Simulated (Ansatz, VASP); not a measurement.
**ScPt: VASP beside Ansatz**

Contents of INCAR:

```
SYSTEM = ScPt
ALGO = Normal
EDIFF = 1E-8
ENCUT = 520
ISIF = 2
ISMEAR = -1
LASPH = .TRUE.
LCHARG = .FALSE.
LEFG = .TRUE.
LREAL = .FALSE.
LWAVE = .FALSE.
NBANDS = 18
NELM = 60
PREC = Accurate
SIGMA = 0.05
```

The input KPOINTS:

```
k-points
0
G
  10 10 10
  0 0 0
```

File POSCAR:

```
ScPt
1.0
    3.2700000000      0.0000000000      0.0000000000
    0.0000000000      3.2700000000      0.0000000000
    0.0000000000      0.0000000000      3.2700000000
Sc Pt
1 1
Direct
    0.5000000000      0.5000000000      0.5000000000
    0.0000000000      0.0000000000      0.0000000000
```

Input for Ansatz:

```yaml
crystal:
  lattice:
    - [3.27, 0.0, 0.0]
    - [0.0, 3.27, 0.0]
    - [0.0, 0.0, 3.27]
  atoms:
    - { symbol: Sc, position: [0.5, 0.5, 0.5] }
    - { symbol: Pt, position: [0.0, 0.0, 0.0] }
kpoints:
  mp_grid: { grid: [10, 10, 10] }
  band_path:
    path:
      - [0.0, 0.0, 0.0]
      - [0.0, 0.5, 0.0]
      - [0.5, 0.5, 0.0]
      - [0.0, 0.0, 0.0]
      - [0.5, 0.5, 0.5]
      - [0.0, 0.5, 0.0]
      - [0.5, 0.5, 0.5]
      - [0.5, 0.5, 0.0]
    npoints: 14
scf:
  occupations: { method: fermi_dirac, width: 0.05 }
hamiltonian:
  xc: lda
  pseudopotentials: { kind: paw }
output:
  forces: true
  stress: true
  eigenvalues: true
  efg: { contact_densities: true }
  populations: true
  bader: true
  dos: { projected: true, de: 0.2, e_range: [-14, 8] }
  write_density: true
  write_potential: true
  elf: true
  volumetric_format: npy
```

Alike in both runs: task electric field gradients; functional LDA; k mesh 10 × 10 × 10; occupations fermi-dirac, width 0.05 eV; no spin polarisation.

|  | VASP | Ansatz |
| --- | --- | --- |
| version | VASP 6.6.1 | Ansatz 0.2.0 |
| potentials or method | VASP PAW LDA potentials, release 64 (Sc_sv, Pt) | PAW with Ansatz's default frozen-core files, scalar-relativistic |
| plane-wave cutoff (eV) | 520 | 420 |
| valence electrons in the cell | 21 | 29 |

```csv
,VASP,Ansatz,Ansatz less VASP
pressure (GPa),-4.8,-5.4,-0.61
```

LDA's correlation is that of Perdew and Zunger in VASP and of Perdew and Wang (1992) in Ansatz. VASP's potentials hold 21 valence electrons a cell and Ansatz's 29, so a difference there can come from the potentials and not from the codes.

Neither program's run includes spin-orbit coupling.
